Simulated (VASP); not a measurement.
A run of VASP 6.6.1 is set up as follows.

INCAR

```
SYSTEM = CdSe
PREC = Accurate
ENCUT = 500
EDIFF = 1E-6
ISMEAR = 0
SIGMA = 0.1
LREAL = .FALSE.
LASPH = .TRUE.
NELM = 200
ALGO = Normal
ISIF = 2
LWAVE = .FALSE.
LCHARG = .FALSE.
LDAU = .TRUE.
LDAUTYPE = 2
LDAUL = 2 -1
LDAUU = 3.2 0
LDAUJ = 0 0
LDAUPRINT = 1
GGA = PE
NBANDS = 16
ISYM = -1
GGA_COMPAT = .FALSE.
```

Contents of KPOINTS:

```
explicit points
8
Reciprocal
  0.06250000   0.12500000   0.25000000 1
  0.06250000   0.62500000   0.25000000 1
  0.31250000   0.12500000   0.25000000 1
  0.31250000   0.62500000   0.25000000 1
  0.56250000   0.12500000   0.25000000 1
  0.56250000   0.62500000   0.25000000 1
  0.81250000   0.12500000   0.25000000 1
  0.81250000   0.62500000   0.25000000 1
```

POSCAR

```
CdSe
1.0
    0.0000000000      2.8739580000      2.8739580000
    2.8739580000      0.0000000000      2.8739580000
    2.8739580000      2.8739580000      0.0000000000
Cd Se
1 1
Direct
    0.0000000000      0.0000000000      0.0000000000
    0.5000000000      0.5000000000      0.5000000000
```

Potentials or basis: VASP PAW PBE potentials, release 64 (Cd, Se).

Run with:

```bash
$ cat potpaw_PBE.64/Cd/POTCAR potpaw_PBE.64/Se/POTCAR > POTCAR
$ mpirun -np 1 vasp_std > vasp.out
```

(1) Predict the pressure.

(2) Estimate the band gap on the k mesh.

Answers

(1) -2.0 GPa.

(2) 2.20 eV (least direct gap 3.12 eV).

Caveat: a shifted mesh leaves out Γ, where band edges can lie.
